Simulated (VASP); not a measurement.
A run of VASP 6.6.1 is set up as follows.

Contents of POSCAR:

```
WS2
1.0
    3.1814541715      0.0000000000      0.0000000000
   -1.5907270857      2.7552201335      0.0000000000
    0.0000000000      0.0000000000     28.6961977003
W S
3 6
Direct
    0.6666666667      0.3333333333      0.5000000000
    0.3333333333      0.6666666667      0.7277660964
    0.3333333333      0.6666666667      0.2722339036
    0.6666666667      0.3333333333      0.7820924039
    0.6666666667      0.3333333333      0.3266133309
    0.3333333333      0.6666666667      0.5543463681
    0.6666666667      0.3333333333      0.6733866691
    0.6666666667      0.3333333333      0.2179075961
    0.3333333333      0.6666666667      0.4456536319
```

Contents of INCAR.step1:

```
SYSTEM = WS2
PREC = Accurate ; ENCUT = 520
ISMEAR = 0 ; SIGMA = 0.02
LREAL = .FALSE. ; LASPH = .TRUE.
NELM = 60 ; NBANDS = 49
GGA = PE ; ALGO = Normal
EDIFF = 1E-4 ; LWAVE = .TRUE.
LCHARG = .FALSE.
```

Contents of INCAR.step2:

```
SYSTEM = WS2
PREC = Accurate ; ENCUT = 520
EDIFF = 1E-6 ; ISMEAR = 0
SIGMA = 0.02 ; LREAL = .FALSE.
LASPH = .TRUE. ; NELM = 60
ALGO = Normal ; ISIF = 2
LWAVE = .FALSE. ; LCHARG = .FALSE.
METAGGA = R2SCAN ; LMIXTAU = .TRUE.
NBANDS = 49 ; ISTART = 1
```

KPOINTS

```
Automatic mesh
0
G
  12 12 1
  0 0 0
```

Potentials or basis: VASP PAW PBE potentials, release 64 (W_sv, S).

Command:

```sh
$ cat potpaw_PBE.64/W_sv/POTCAR potpaw_PBE.64/S/POTCAR > POTCAR
$ cp INCAR.step1 INCAR
$ mpirun -np 1 vasp_std > vasp.out
$ cp INCAR.step2 INCAR
$ mpirun -np 1 vasp_std > vasp.out
```

Question: What does it give for the band gap on the k mesh?

Answer: 1.50 eV (least direct gap 1.89 eV).

Question: Predict the largest force.

Answer: 0.022 eV/Å.

Forces in eV/Å, atoms in the order of the input:
```
W    0.000  0.000  0.000
W    0.000  0.000 -0.014
W    0.000  0.000  0.014
S    0.000  0.000  0.020
S    0.000  0.000  0.005
S    0.000  0.000  0.022
S    0.000  0.000 -0.005
S    0.000  0.000 -0.020
S    0.000  0.000 -0.022
```

Caveat: the PAW data sets were made with another functional, which shifts forces and pressure a little; spin-orbit coupling is left out, which moves the levels of the heavy elements.
